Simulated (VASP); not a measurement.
Here is a VASP 6.6.1 calculation.

Contents of INCAR:

```
PREC = Accurate
ENCUT = 520
EDIFF = 1E-7
ISMEAR = 0
SIGMA = 0.1
LREAL = F
LASPH = T
NELM = 80
ALGO = Normal
ISIF = 2
LWAVE = F
LCHARG = T
GGA = PE
LELF = T
LVHAR = T
NBANDS = 22
```

The input KPOINTS:

```
regular mesh
0
Gamma
  12 12 8
```

Contents of POSCAR:

```
GaSb3
1.0
    5.0207942497      0.0000000000      0.0000000000
   -2.5103971249      4.3481353674      0.0000000000
    0.0000000000      0.0000000000      5.6579413734
Ga Sb
1 3
Direct
    0.6666666667      0.3333333333      0.0000000000
    0.3333333333      0.6666666667      0.0000000000
    0.0000000000      0.0000000000      0.5000000000
    0.6666666667      0.3333333333      0.5000000000
```

Potentials or basis: VASP PAW PBE potentials, release 64 (Ga_d, Sb).

The run is started by

```console
$ cat potpaw_PBE.64/Ga_d/POTCAR potpaw_PBE.64/Sb/POTCAR > POTCAR
$ mpirun -np 1 vasp_std > vasp.out
```

Predict the band gap on the k mesh.

zero (bands 14 and 15 overlap by 1.31 eV).

Predict the pressure.

0.0 GPa.

Caveat: spin-orbit coupling is left out, which moves the levels of the heavy elements.
